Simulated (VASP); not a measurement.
**Ir: relaxation of cell and atoms with PBEsol**

The system is Ir.

```
CELL_PARAMETERS angstrom
4.83734 0.00000 0.00000
0.00000 4.83734 0.00000
0.00000 0.00000 4.83734
ATOMIC_POSITIONS crystal
Ir 0.00000 0.00000 0.00000
Ir 0.50000 0.50000 0.50000
Ir 0.25000 0.00000 0.50000
Ir 0.75000 0.00000 0.50000
Ir 0.50000 0.25000 0.00000
Ir 0.50000 0.75000 0.00000
Ir 0.00000 0.50000 0.25000
Ir 0.00000 0.50000 0.75000
```

```json
{"Program": "VASP 6.6.1", "Task": "relaxation of cell and atoms", "Functional": "PBEsol", "Potentials or basis": "VASP PAW PBE potentials, release 64 (Ir_sv_GW)", "Cutoff": "560 eV", "k mesh": "5 × 5 × 5", "Occupations": "fermi-dirac, width 0.1 eV", "Spin": "no spin polarisation", "Dipole correction": "no", "Further INCAR settings": "ALGO = Normal; EDIFF = 1e-07; IBRION = 2; EDIFFG = -0.01; NSW = 80; ISIF = 3"}
```

```yaml
Relaxed_volume: 14.55 Å³/atom
Relaxed_cell: a = 4.882 Å, b = 4.882 Å, c = 4.882 Å, α = 90.00°, β = 90.00°, γ = 90.00°
Space_group_after_relaxing_to_0.1_Å: Pm-3n (No. 223)
Energy_gained_by_relaxing: 12.8 meV/atom
Ionic_steps: 4
Pressure_after_relaxing: 0.0 GPa
Band_gap_on_the_k_mesh: zero (bands 68 and 69 overlap by 0.53 eV)
```

The path:
```tsv
step	energy change (eV)	largest force (eV/Å)	pressure (GPa)	volume (Å³)
1	0.0000	0.0000	10.64	113.19
2	1.2095	0.0000	-29.21	129.30
3	-0.1022	0.0000	-0.49	116.52
4	-0.1025	0.0000	-0.02	116.37
```

Final structure:
```
Ir
1.0
     4.88213    0.00000    0.00000
     0.00000    4.88213    0.00000
     0.00000    0.00000    4.88213
Ir
8
Direct
  0.00000 0.00000 0.00000
  0.50000 0.50000 0.50000
  0.25000 0.00000 0.50000
  0.75000 0.00000 0.50000
  0.50000 0.25000 0.00000
  0.50000 0.75000 0.00000
  0.00000 0.50000 0.25000
  0.00000 0.50000 0.75000
```

Levels at points of the mesh, in eV from the Fermi level:
| k point | band 66 | band 67 | band 68 | band 69 | band 70 | band 71 |
| --- | --- | --- | --- | --- | --- | --- |
| (0.00, 0.00, 0.00) | -0.38 | -0.38 | 0.35 | 0.35 | 0.35 | 0.96 |

Wall time 4.5 min on 1 thread of Intel(R) Xeon(R) 6975P-C (Granite Rapids), with other jobs on the host, peak memory 0.29 GiB.

Caveat: the PAW data sets were made with another functional, which shifts forces and pressure a little; spin-orbit coupling is left out, which moves the levels of the heavy elements.
